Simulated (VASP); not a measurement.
The system is RbBr.

```
Rb Br
1.0
     0.00000    3.46083    3.46083
     3.46083    0.00000    3.46083
     3.46083    3.46083    0.00000
Rb Br
1 1
Cartesian
  0.0000 0.0000 0.0000
  3.4608 3.4608 3.4608
```

Base run:

| Item | Value |
| --- | --- |
| Program | VASP 6.6.1 |
| Functional | r2SCAN |
| Potentials or basis | VASP PAW PBE potentials, release 64 (Rb_sv, Br) |
| Cutoff | 520 eV |
| k mesh | 6 × 6 × 6 |
| Occupations | gaussian, width 0.01 eV |
| Spin | no spin polarisation |

Its results: band gap on the k mesh 4.89 eV; pressure 0.0 GPa.

Question: The run is repeated on the same cell with these changes: functional from r2SCAN to PBE. What comes out?

Answer: Band gap on the k mesh 4.29 eV; pressure 0.6 GPa.

Caveats: the PAW data sets were made with another functional, which shifts forces and pressure a little (at least some runs).

